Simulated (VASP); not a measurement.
A run of VASP 6.6.1 is set up as follows.

POSCAR

```
CaO
1.0
    0.0000000000      2.3974398381      2.3974398381
    2.3974398381      0.0000000000      2.3974398381
    2.3974398381      2.3974398381      0.0000000000
Ca O
1 1
Direct
    0.0000000000      0.0000000000      0.0000000000
    0.5000000000      0.5000000000      0.5000000000
```

The input INCAR.step1:

```
ALGO = Normal
EDIFF = 1E-5
ENCUT = 910
GGA = PE
GGA_COMPAT = False
ISMEAR = -1
LASPH = True
LCHARG = False
LREAL = False
LWAVE = True
NBANDS = 15
NELM = 120
PREC = Accurate
SIGMA = 0.08
```

Contents of INCAR.step2:

```
ALGO = Normal
EDIFF = 1E-6
ENCUT = 910
GGA_COMPAT = False
ISIF = 2
ISMEAR = -1
ISTART = 1
LASPH = True
LCHARG = False
LMIXTAU = True
LREAL = False
LWAVE = False
METAGGA = R2SCAN
NBANDS = 15
NELM = 120
PREC = Accurate
SIGMA = 0.08
```

KPOINTS

```
k-points
0
Gamma
  18 18 18
```

Potentials or basis: VASP PAW PBE potentials, release 64 (Ca_sv, O_h).

Command:

```console
$ cat potpaw_PBE.64/Ca_sv/POTCAR potpaw_PBE.64/O_h/POTCAR > POTCAR
$ cp INCAR.step1 INCAR
$ mpirun -np 1 vasp_std > vasp.out
$ cp INCAR.step2 INCAR
$ mpirun -np 1 vasp_std > vasp.out
```

Question: Estimate the band gap on the k mesh.

Answer: 4.19 eV (least direct gap 4.56 eV).

Question: What does it give for the pressure?

Answer: 0.9 GPa.

Caveat: the cutoff is under 1.25 times the usual one of these potentials, so pressure, stress and relaxed cells hold a basis-set (Pulay) error; the PAW data sets were made with another functional, which shifts forces and pressure a little. A k mesh can miss the band edges.
